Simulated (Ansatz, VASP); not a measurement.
**CdTe: VASP beside Ansatz**

The input POSCAR:

```
CdTe
1.0
    0.0000000000      3.2049986979      3.2049986979
    3.2049986979      0.0000000000      3.2049986979
    3.2049986979      3.2049986979      0.0000000000
Cd Te
1 1
Direct
    0.0000000000      0.0000000000      0.0000000000
    0.2500000000      0.2500000000      0.2500000000
```

The input INCAR.step1:

```
SYSTEM = CdTe
PREC = Accurate ; ENCUT = 520
EDIFF = 1E-5 ; ISMEAR = 0
SIGMA = 0.05 ; LREAL = .False.
LASPH = .True. ; NELM = 80
ALGO = Normal ; ISIF = 2
LWAVE = .True. ; LCHARG = .False.
NBANDS = 16 ; GGA = PE
```

File INCAR.step2:

```
SYSTEM = CdTe
PREC = Accurate ; ENCUT = 520
EDIFF = 1E-6 ; ISMEAR = 0
SIGMA = 0.05 ; LREAL = .False.
LASPH = .True. ; NELM = 80
ALGO = Normal ; ISIF = 2
LWAVE = .False. ; LCHARG = .False.
GGA = PE ; LHFCALC = .True.
AEXX = 0.45 ; HFSCREEN = 0.5
PRECFOCK = Normal ; NBANDS = 16
ISTART = 1
```

KPOINTS

```
regular mesh
0
Gamma
  4 4 4
  0 0 0
```

Input for Ansatz:

```yaml
crystal:
  lattice:
    - [0.0, 3.2049986979, 3.2049986979]
    - [3.2049986979, 0.0, 3.2049986979]
    - [3.2049986979, 3.2049986979, 0.0]
  atoms:
    - { symbol: Cd, position: [0.0, 0.0, 0.0] }
    - { symbol: Te, position: [0.25, 0.25, 0.25] }
basis:
  ecutwfc: 420
  ecutrho_ratio: 4
kpoints:
  mp_grid: { grid: [4, 4, 4] }
hamiltonian:
  xc: { preset: hse06, exx: { coeff: 0.45, omega: 0.5 } }
scf:
  occupations: { method: gaussian, width: 0.05 }
  n_extra_bands: 9
output:
  forces: true
  stress: true
  eigenvalues: true
  populations: true
  dos: { projected: true, de: 0.02 }
  write_density: true
  write_potential: true
  elf: true
  volumetric_format: npy
```

Alike in both runs: task single point; functional PBE-based screened hybrid; k mesh 4 × 4 × 4; occupations gaussian, width 0.05 eV; no spin polarisation.

|  | VASP | Ansatz |
| --- | --- | --- |
| version | VASP 6.6.1 | Ansatz 0.2.0 |
| potentials or method | VASP PAW PBE potentials, release 64 (Cd, Te), cutoff 520 eV | scalar-relativistic, plane waves, PAW |
| valence electrons in the cell | 18 | 36 |

|  | VASP | Ansatz | Ansatz less VASP |
| --- | --- | --- | --- |
| gap on the k mesh at the Fermi level (eV) | 1.54 | 1.73 | +0.190 |
| least direct gap on the mesh (eV) | 1.54 | 1.73 | +0.190 |
| pressure (GPa) | 3.6 | 3.7 | +0.04 |

VASP's potentials were made for PBE, not for PBE-based screened hybrid. VASP's potentials hold 18 valence electrons a cell and Ansatz's 36, so a difference there can come from the potentials and not from the codes. Ansatz's warnings: stress exchange threshold loose, stress scf threshold loose.

The k mesh is coarse, so the values compare programs but aren't converged. Neither program's run includes spin-orbit coupling.
